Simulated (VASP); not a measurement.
# Rh (P6_3/mmc) in VASP: a series of runs

Runs on Rh. Level: r2SCAN. Tasks: single point.

All numbers are computed with VASP 6.6.1; they aren't measurements. Logs are shortened: lines on timing, memory, paths and dates and some standing lists are left out, and cuts for length are marked.

### 1 The cell of the first run

Symmetry: P6_3/mmc, No. 194, hexagonal system. Conventional cell: a = 2.758 Å, b = 2.758 Å, c = 4.436 Å, α = 90.00°, β = 90.00°, γ = 120.00°. Rh (site symmetry -6m2) has 12 Rh at 2.73 to 2.76 Å within 3.6 Å.

This isn't the form of Rh at room conditions, which is fcc.

### 2 Single point, r2SCAN (equal strain along all axes, cell held: +2.0 %)

Input file POSCAR:

```
Rh
1.0
    2.7577160463      0.0000000000      0.0000000000
   -1.3788580232      2.3882521525      0.0000000000
    0.0000000000      0.0000000000      4.4355895655
Rh
2
Direct
    0.6666666667      0.3333333333      0.7500000000
    0.3333333333      0.6666666667      0.2500000000
```

Input file INCAR.step1:

```
SYSTEM = Rh
PREC = Accurate
ENCUT = 520
ISMEAR = 0
SIGMA = 0.1
LREAL = .False.
LASPH = .True.
NELM = 60
NBANDS = 22
GGA = PE
ALGO = Normal
EDIFF = 1E-4
LWAVE = .True.
LCHARG = .False.
```

Input file INCAR.step2:

```
SYSTEM = Rh
PREC = Accurate
ENCUT = 520
EDIFF = 1E-6
ISMEAR = 0
SIGMA = 0.1
LREAL = .False.
LASPH = .True.
NELM = 60
ALGO = Normal
ISIF = 2
LWAVE = .False.
LCHARG = .False.
METAGGA = R2SCAN
LMIXTAU = .True.
NBANDS = 22
ISTART = 1
```

Input file KPOINTS:

```
Automatic mesh
0
Gamma
  24 24 12
  0 0 0
```

Potentials or basis: VASP PAW PBE potentials, release 64 (Rh_pv).

Launch:

```bash
$ cat potpaw_PBE.64/Rh_pv/POTCAR > POTCAR
$ cp INCAR.step1 INCAR
$ mpirun -np 1 vasp_std > vasp.out
$ cp INCAR.step2 INCAR
$ mpirun -np 1 vasp_std > vasp.out
```

OUTCAR:

```text
SYSTEM = Rh
   PREC = Accurate
   ENCUT = 520
   EDIFF = 1E-6
   ISMEAR = 0
   LREAL = .False.
   LASPH = .True.
   NELM = 60
   ISIF = 2
   METAGGA = R2SCAN
   ISTART = 1

 ion  position               nearest neighbor table
   1  0.667  0.333  0.750-   2 2.73   2 2.73   2 2.73   2 2.73   2 2.73   2 2.73
   2  0.333  0.667  0.250-   1 2.73   1 2.73   1 2.73   1 2.73   1 2.73   1 2.73

  LATTYP: Found a hexagonal cell.
 ALAT       =     2.7577160463
 C/A-ratio  =     1.6084286747

  Lattice vectors:

 A1 = (   2.7577160463,   0.0000000000,   0.0000000000)
 A2 = (  -1.3788580232,   2.3882521525,   0.0000000000)
 A3 = (   0.0000000000,   0.0000000000,   4.4355895655)

Analysis of symmetry for initial positions (statically):
=====================================================================
 Subroutine PRICEL returns:
 Original cell was already a primitive cell.

 Routine SETGRP: Setting up the symmetry group for a
 hexagonal supercell.

 Subroutine GETGRP returns: Found 24 space group operations
 (whereof 12 operations were pure point group operations)
 out of a pool of 24 trial point group operations.

The static configuration has the point symmetry D_3d.
 The point group associated with its full space group is D_6h.

Analysis of symmetry for dynamics (positions and initial velocities):
=====================================================================
 Subroutine PRICEL returns:
 Original cell was already a primitive cell.

 Routine SETGRP: Setting up the symmetry group for a
 hexagonal supercell.

 Subroutine GETGRP returns: Found 24 space group operations
 (whereof 12 operations were pure point group operations)
 out of a pool of 24 trial point group operations.

The dynamic configuration has the point symmetry D_3d.
 The point group associated with its full space group is D_6h.

 Subroutine INISYM returns: Found 24 space group operations
 (whereof 12 operations are pure point group operations),
 and found     1 'primitive' translations

----------------------------------------------------------------------------------------

                                     Primitive cell

  volume of cell :      29.2133

  direct lattice vectors                    reciprocal lattice vectors
     2.757716046  0.000000000  0.000000000     0.362618915  0.209358128  0.000000000
    -1.378858023  2.388252152  0.000000000     0.000000000  0.418716256  0.000000000
     0.000000000  0.000000000  4.435589565     0.000000000  0.000000000  0.225449173

  length of vectors
     2.757716046  2.757716046  4.435589565     0.418716256  0.418716256  0.225449173

  position of ions in fractional coordinates (direct lattice)
     0.666666667  0.333333333  0.750000000
     0.333333333  0.666666667  0.250000000

  ion indices of the primitive-cell ions
   primitive index   ion index
                 1           1
                 2           2

----------------------------------------------------------------------------------------

 KPOINTS: Automatic mesh

Automatic generation of k-mesh.
 Grid dimensions read from file:
 generate k-points for:   24   24   12

 Generating k-lattice:

  Cartesian coordinates                     Fractional coordinates (reciprocal lattice)
     0.015109121  0.008723255  0.000000000     0.041666667  0.000000000  0.000000000
     0.000000000  0.017446511  0.000000000     0.000000000  0.041666667  0.000000000
     0.000000000  0.000000000  0.018787431     0.000000000  0.000000000  0.083333333

  Length of vectors
     0.017446511  0.017446511  0.018787431

  Shift w.r.t. Gamma in fractional coordinates (k-lattice)
     0.000000000  0.000000000  0.000000000

 Subroutine IBZKPT returns following result:
 ===========================================

 Found    427 irreducible k-points:

 Following reciprocal coordinates:
            Coordinates               Weight
  0.000000  0.000000  0.000000      1.000000
  0.041667 -0.000000  0.000000      6.000000
  0.083333  0.000000  0.000000      6.000000
  0.125000  0.000000  0.000000      6.000000
[... 48 lines left out ...]
      1     -37.6764      2.00000
      2     -37.0976      2.00000
      3     -37.0976      2.00000
      4     -37.0137      2.00000
      5     -37.0001      2.00000
      6     -37.0001      2.00000
[... 14 lines left out ...]
     21      28.1458      0.00000
     22      28.1459      0.00000

 k-point     2 :       0.0417   -0.0000    0.0000
  band No.  band energies     occupation
      1     -37.6729      2.00000
      2     -37.1054      2.00000
      3     -37.1002      2.00000
      4     -37.0153      2.00000
      5     -37.0083      2.00000
      6     -37.0013      2.00000
[... 14 lines left out ...]
     21      28.1459      0.00000
     22      28.1459      0.00000

 k-point     3 :       0.0833    0.0000    0.0000
  band No.  band energies     occupation
      1     -37.6624      2.00000
      2     -37.1285      2.00000
      3     -37.1077      2.00000
      4     -37.0323      2.00000
      5     -37.0199      2.00000
      6     -37.0050      2.00000
[... 14 lines left out ...]
     21      28.1459      0.00000
     22      28.1460      0.00000

 k-point     4 :       0.1250    0.0000    0.0000
  band No.  band energies     occupation
      1     -37.6453      2.00000
      2     -37.1652      2.00000
      3     -37.1196      2.00000
      4     -37.0702      2.00000
      5     -37.0276      2.00000
      6     -37.0110      2.00000
[... 14 lines left out ...]
     21      28.1458      0.00000
     22      28.1460      0.00000

 k-point     5 :       0.1667    0.0000    0.0000
  band No.  band energies     occupation
      1     -37.6222      2.00000
      2     -37.2131      2.00000
      3     -37.1349      2.00000
      4     -37.1192      2.00000
      5     -37.0384      2.00000
      6     -37.0190      2.00000
[... 417 lines left out ...]
 k-point    22 :       0.3750    0.0417    0.0000
  band No.  band energies     occupation
      1     -37.5117      2.00000
      2     -37.4374      2.00000
      3     -37.4119      2.00000
      4     -37.2291      2.00000
      5     -37.1457      2.00000
      6     -37.0778      2.00000
[... 14 lines left out ...]
     21      24.6250      0.00000
     22      26.3031      0.00000

 k-point    23 :       0.4167    0.0417    0.0000
  band No.  band energies     occupation
      1     -37.5417      2.00000
      2     -37.4395      2.00000
      3     -37.4099      2.00000
      4     -37.2385      2.00000
      5     -37.1655      2.00000
      6     -37.0836      2.00000
[... 14 lines left out ...]
     21      24.1334      0.00000
     22      25.7741      0.00000

 k-point    24 :       0.4583    0.0417    0.0000
  band No.  band energies     occupation
      1     -37.5573      2.00000
      2     -37.4537      2.00000
      3     -37.3936      2.00000
      4     -37.2434      2.00000
      5     -37.1778      2.00000
      6     -37.0866      2.00000
[... 14 lines left out ...]
     21      23.8677      0.00000
     22      25.2108      0.00000

 [... further k-points ...]

------------------------ aborting loop because EDIFF is reached ----------------------------------------

  FORCE on cell =-STRESS in cart. coord.  units (eV):
  Direction    XX          YY          ZZ          XY          YZ          ZX
  --------------------------------------------------------------------------------------
  -------------------------------------------------------------------------------------
  Total       -2.4489920     -2.4489920     -2.4118165      0.0000000     -0.0000000     -0.0000000
  in kB     -134.3126335   -134.3126335   -132.2737823      0.0000000     -0.0000000     -0.0000000
  external PRESSURE =    -133.6330164 kB  Pullay stress =       0.0000000 kB

 VOLUME and BASIS-vectors are now :
 -----------------------------------------------------------------------------
  energy-cutoff  :      520.00
  volume of cell :       29.21
      direct lattice vectors                 reciprocal lattice vectors
     2.757716046  0.000000000  0.000000000     0.362618915  0.209358128  0.000000000
    -1.378858023  2.388252152  0.000000000     0.000000000  0.418716256  0.000000000
     0.000000000  0.000000000  4.435589565     0.000000000  0.000000000  0.225449173

 POSITION                                       TOTAL-FORCE (eV/Angst)
 -----------------------------------------------------------------------------------
      1.37886      0.79608      3.32669         0.000000      0.000000      0.000000
     -0.00000      1.59217      1.10890        -0.000000      0.000000      0.000000
 -----------------------------------------------------------------------------------
    total drift:                                0.000000     -0.000000      0.000000

  FREE ENERGIE OF THE ION-ELECTRON SYSTEM (eV)
  ---------------------------------------------------
  free  energy   TOTEN  =       -48.1235032261 eV

  energy  without entropy=      -48.1066240812  energy(sigma->0) =      -48.11506365
```

It took 4.2 min on 1 thread of Intel Xeon 6975P-C (Granite Rapids), shared host; peak memory 0.33 GiB.

What came out:

```
Free energy            : -48.1235 eV
Pressure               : -13.4 GPa
Band gap on the k mesh : zero (bands 15 and 16 overlap by 2.24 eV)
```

Caveat: the cell differs from its parent crystal (equal strain along all axes, cell held: +2.0 %); the cell stands under tension; the PAW data sets were made with another functional, which shifts forces and pressure a little.

### 3 Single point, r2SCAN (equal strain along all axes, cell held: +4.0 %)

Input file POSCAR:

```
Rh
1.0
    2.8117889100      0.0000000000      0.0000000000
   -1.4058944550      2.4350806261      0.0000000000
    0.0000000000      0.0000000000      4.5225619099
Rh
2
Direct
    0.6666666667      0.3333333333      0.7500000000
    0.3333333333      0.6666666667      0.2500000000
```

INCAR.step1 is that of step 2.

Input file INCAR.step2:

```
SYSTEM = Rh
PREC = Accurate
ENCUT = 520
EDIFF = 1E-7
ISMEAR = 0
SIGMA = 0.1
LREAL = .False.
LASPH = .True.
NELM = 60
ALGO = Normal
ISIF = 2
LWAVE = .False.
LCHARG = .True.
METAGGA = R2SCAN
LMIXTAU = .True.
LELF = .True.
LVHAR = .True.
NBANDS = 22
ISTART = 1
```

KPOINTS is that of step 2.

Potentials or basis: VASP PAW PBE potentials, release 64 (Rh_pv).

Launch:

```bash
$ cat potpaw_PBE.64/Rh_pv/POTCAR > POTCAR
$ cp INCAR.step1 INCAR
$ mpirun -np 1 vasp_std > vasp.out
$ cp INCAR.step2 INCAR
$ mpirun -np 1 vasp_std > vasp.out
```

Wall time 6 min (1 thread of Intel Xeon 6975P-C (Granite Rapids), shared host); peak memory 0.34 GiB.

It converged, with:

```
Free energy            : -47.9188 eV
Pressure               : -23.5 GPa
Band gap on the k mesh : zero (bands 15 and 16 overlap by 2.02 eV)
```

Stress tensor (GPa, compression positive):
```
-23.44   0.00   0.00
  0.00 -23.44   0.00
  0.00   0.00 -23.73
```

Levels at points of the mesh, in eV from the Fermi level:
| k point | band 13 | band 14 | band 15 | band 16 | band 17 | band 18 |
| --- | --- | --- | --- | --- | --- | --- |
| (0.00, 0.00, 0.00) | -2.16 | -1.70 | -1.70 | 0.11 | 0.11 | 1.09 |
| (0.50, 0.00, 0.00) | -1.81 | 0.32 | 0.52 | 0.58 | 2.84 | 4.79 |
| (0.00, 0.00, 0.50) | -2.72 | -2.72 | -0.40 | -0.40 | -0.40 | -0.40 |
| (0.50, 0.00, 0.50) | -0.21 | -0.21 | 0.48 | 0.48 | 2.70 | 2.70 |

Caveat: the cell differs from its parent crystal (equal strain along all axes, cell held: +4.0 %); the cell stands under tension; the PAW data sets were made with another functional, which shifts forces and pressure a little.

### 4 Single point, r2SCAN

This run uses another cell than the first one, of 13.72 Å³/atom.

Input file POSCAR:

```
Rh
1.0
    2.7004618279      0.0000000000      0.0000000000
   -1.3502309140      2.3386685449      0.0000000000
    0.0000000000      0.0000000000      4.3434565406
Rh
2
Direct
    0.6666666667      0.3333333333      0.7500000000
    0.3333333333      0.6666666667      0.2500000000
```

Input file INCAR.step1:

```
PREC = Accurate
ENCUT = 520
ISMEAR = 0
SIGMA = 0.1
LREAL = False
LASPH = True
NELM = 100
NBANDS = 22
GGA = PE
ALGO = Normal
EDIFF = 1E-4
LWAVE = True
LCHARG = False
```

Input file INCAR.step2:

```
PREC = Accurate
ENCUT = 520
EDIFF = 1E-7
ISMEAR = 0
SIGMA = 0.1
LREAL = False
LASPH = True
NELM = 100
ALGO = Normal
ISIF = 2
LWAVE = False
LCHARG = False
METAGGA = R2SCAN
LMIXTAU = True
NBANDS = 22
ISTART = 1
```

Input file KPOINTS:

```
Automatic mesh
0
Gamma
  18 18 10
```

Launch:

```bash
$ cat potpaw_PBE.64/Rh_pv/POTCAR > POTCAR
$ cp INCAR.step1 INCAR
$ mpirun -np 1 vasp_std > vasp.out
$ cp INCAR.step2 INCAR
$ mpirun -np 1 vasp_std > vasp.out
```

Run time: 3.2 min. Hardware: 1 thread of AMD EPYC 9R45 (Zen 5), shared host; peak memory 0.19 GiB.

Results (log left out):

```yaml
Free_energy: -48.1904 eV
Pressure: 2.2 GPa
Band_gap_on_the_k_mesh: zero (bands 15 and 16 overlap by 2.49 eV)
```

Stress tensor (GPa, compression positive):
```
2.19 0.00 0.00
0.00 2.19 0.00
0.00 0.00 2.29
```

Levels at points of the mesh, in eV from the Fermi level:
```
           k point  band 11  band 12  band 13  band 14  band 15  band 16  band 17  band 18  band 19  band 20
(0.00, 0.00, 0.00)    -3.18    -2.63    -2.63    -2.06    -2.06     0.12     0.12     0.92     9.17    16.61
(0.50, 0.00, 0.00)    -2.81    -2.32    -2.22     0.40     0.65     0.73     3.18     5.41    10.93    11.40
(0.00, 0.00, 0.50)    -3.31    -3.31    -3.31    -3.31    -0.48    -0.48    -0.48    -0.48    15.60    15.60
(0.50, 0.00, 0.50)    -1.78    -1.78    -0.32    -0.32     0.60     0.60     2.86     2.86     9.82     9.82
```

Caveat: the PAW data sets were made with another functional, which shifts forces and pressure a little.

### 5 Single point, r2SCAN

This run uses another cell than the first one, of 13.76 Å³/atom.

Input file POSCAR:

```
Rh
1.0
    2.7036431785      0.0000000000      0.0000000000
   -1.3518215892      2.3414236753      0.0000000000
    0.0000000000      0.0000000000      4.3486172383
Rh
2
Direct
    0.6666666667      0.3333333333      0.7500000000
    0.3333333333      0.6666666667      0.2500000000
```

Input file INCAR.step1:

```
SYSTEM = Rh
  ALGO = Normal
  EDIFF = 1E-4
  ENCUT = 520
  GGA = PE
  ISMEAR = 0
  LASPH = .True.
  LCHARG = .False.
  LREAL = .False.
  LWAVE = .True.
  NBANDS = 22
  NELM = 80
  PREC = Accurate
  SIGMA = 0.1
```

Input file INCAR.step2:

```
SYSTEM = Rh
  ALGO = Normal
  EDIFF = 1E-6
  ENCUT = 520
  ISIF = 2
  ISMEAR = 0
  ISTART = 1
  LASPH = .True.
  LCHARG = .False.
  LMIXTAU = .True.
  LREAL = .False.
  LWAVE = .False.
  METAGGA = R2SCAN
  NBANDS = 22
  NELM = 80
  PREC = Accurate
  SIGMA = 0.1
```

Input file KPOINTS:

```
k-points
0
Gamma
  18 18 10
  0 0 0
```

Launch:

```bash
$ cat potpaw_PBE.64/Rh_pv/POTCAR > POTCAR
$ cp INCAR.step1 INCAR
$ mpirun -np 1 vasp_std > vasp.out
$ cp INCAR.step2 INCAR
$ mpirun -np 1 vasp_std > vasp.out
```

It took 2.7 min on 1 thread of AMD EPYC 9R45 (Zen 5), shared host; peak memory 0.19 GiB.

Results (log left out):

```
Free energy            : -48.1915 eV
Pressure               : 1.2 GPa
Band gap on the k mesh : zero (bands 15 and 16 overlap by 2.48 eV)
```

Levels at points of the mesh, in eV from the Fermi level:
```csv
k point,band 12,band 13,band 14,band 15,band 16,band 17,band 18,band 19
"(0.00, 0.00, 0.00)",-2.61,-2.61,-2.05,-2.05,0.12,0.12,0.93,9.14
"(0.50, 0.00, 0.00)",-2.30,-2.21,0.40,0.65,0.72,3.17,5.39,10.90
"(0.00, 0.00, 0.50)",-3.29,-3.29,-3.29,-0.48,-0.48,-0.48,-0.48,15.59
"(0.50, 0.00, 0.50)",-1.77,-0.31,-0.31,0.60,0.60,2.85,2.85,9.79
```

Caveat: the PAW data sets were made with another functional, which shifts forces and pressure a little.

### 6 Single point, r2SCAN

This run uses another cell than the first one, of 13.81 Å³/atom.

Input file POSCAR:

```
Rh
1.0
    2.7069900067      0.0000000000      0.0000000000
   -1.3534950033      2.3443221136      0.0000000000
    0.0000000000      0.0000000000      4.3536011209
Rh
2
Direct
    0.6666666667      0.3333333333      0.7500000000
    0.3333333333      0.6666666667      0.2500000000
```

Input file INCAR.step1:

```
SYSTEM = Rh
  PREC = Accurate
  ENCUT = 520
  ISMEAR = 0
  SIGMA = 0.1
  LREAL = .False.
  LASPH = .True.
  NELM = 80
  NBANDS = 22
  GGA = PE
  ALGO = Normal
  EDIFF = 1E-4
  LWAVE = .True.
  LCHARG = .False.
```

Input file INCAR.step2:

```
SYSTEM = Rh
  PREC = Accurate
  ENCUT = 520
  EDIFF = 1E-6
  ISMEAR = 0
  SIGMA = 0.1
  LREAL = .False.
  LASPH = .True.
  NELM = 80
  ALGO = Normal
  ISIF = 2
  LWAVE = .False.
  LCHARG = .False.
  METAGGA = R2SCAN
  LMIXTAU = .True.
  NBANDS = 22
  ISTART = 1
```

Input file KPOINTS:

```
regular mesh
0
Gamma
  18 18 10
  0 0 0
```

Potentials or basis: VASP PAW PBE potentials, release 64 (Rh_pv).

Launch:

```bash
$ cat potpaw_PBE.64/Rh_pv/POTCAR > POTCAR
$ cp INCAR.step1 INCAR
$ mpirun -np 1 vasp_std > vasp.out
$ cp INCAR.step2 INCAR
$ mpirun -np 1 vasp_std > vasp.out
```

Wall time 2.6 min (1 thread of AMD EPYC 9R45 (Zen 5), shared host); peak memory 0.19 GiB.

The run converged. Its results:

```yaml
Free_energy: -48.1920 eV
Pressure: 0.2 GPa
Band_gap_on_the_k_mesh: zero (bands 15 and 16 overlap by 2.47 eV)
```

Levels at points of the mesh, in eV from the Fermi level:
```tsv
k point	band 13	band 14	band 15	band 16	band 17	band 18
(0.00, 0.00, 0.00)	-2.60	-2.04	-2.04	0.12	0.12	0.93
(0.50, 0.00, 0.00)	-2.20	0.39	0.64	0.72	3.16	5.37
(0.00, 0.00, 0.50)	-3.27	-3.27	-0.47	-0.47	-0.47	-0.47
(0.50, 0.00, 0.50)	-0.31	-0.31	0.59	0.59	2.85	2.85
```

Caveat: the PAW data sets were made with another functional, which shifts forces and pressure a little.

### 7 The runs side by side

| cell | k mesh | gap on the mesh (eV) | pressure (GPa) |
| --- | --- | --- | --- |
| a = 2.758, b = 2.758, c = 4.436 Å, angles 90.0, 90.0, 120.0°, 2 atoms | 24 × 24 × 12 | none | -13.4 |
| a = 2.812, b = 2.812, c = 4.523 Å, angles 90.0, 90.0, 120.0°, 2 atoms | 24 × 24 × 12 | none | -23.5 |
| a = 2.700, b = 2.700, c = 4.343 Å, angles 90.0, 90.0, 120.0°, 2 atoms | 18 × 18 × 10 | none | 2.2 |
| a = 2.704, b = 2.704, c = 4.349 Å, angles 90.0, 90.0, 120.0°, 2 atoms | 18 × 18 × 10 | none | 1.2 |
| a = 2.707, b = 2.707, c = 4.354 Å, angles 90.0, 90.0, 120.0°, 2 atoms | 18 × 18 × 10 | none | 0.2 |

Alike in all rows: task single point; level r2SCAN; potentials or basis VASP PAW PBE potentials, release 64 (Rh_pv); no spin polarisation; cutoff (eV) 520; smearing gaussian 0.1 eV.

Caveats: the PAW data sets were made with another functional, which shifts forces and pressure a little; the cell stands under tension (at least some runs).

Absolute energies hang on the potentials; compare differences alone.
